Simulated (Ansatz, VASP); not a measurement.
Two plane-wave programs on WS2

```
W S
1.0
     3.15812   -0.10258    0.00052
    -1.66790    2.75950   -0.01090
     0.00280   -0.06624   17.93089
W S
1 2
Cartesian
  0.0481 1.6888 -0.0771
  1.5296 0.6999 16.4278
  1.4648 1.0534 1.5665
```

Change from the starting cell: all atoms moved at random, sigma 0.1 Å a component, cell strained at random, sigma 0.03; relaxed back.

Alike in both runs: task relaxation of cell and atoms; functional PBEsol; k mesh 12 × 12 × 2; occupations gaussian, width 0.05 eV; no spin polarisation.

|  | VASP | Ansatz |
| --- | --- | --- |
| version | VASP 6.6.1 | Ansatz 0.2.0 |
| potentials or method | VASP PAW PBE potentials, release 64 (W_sv, S), cutoff 600 eV | scalar-relativistic, plane waves, PAW |
| valence electrons in the cell | 26 | 26 |

```tsv
	VASP	Ansatz	Ansatz less VASP
gap on the k mesh at the Fermi level, each at its own relaxed structure (eV)	1.94	1.94	-0.003
relaxed volume (Å³/atom)	51.65	51.31	-0.341
relaxed length of the cell vector where the two differ most in proportion (Å)	18.123	17.969	-0.1537
```

VASP's potentials were made for PBE, not for PBEsol. Ansatz's warnings: xc potential rough in thin density.

Neither program's run includes spin-orbit coupling.
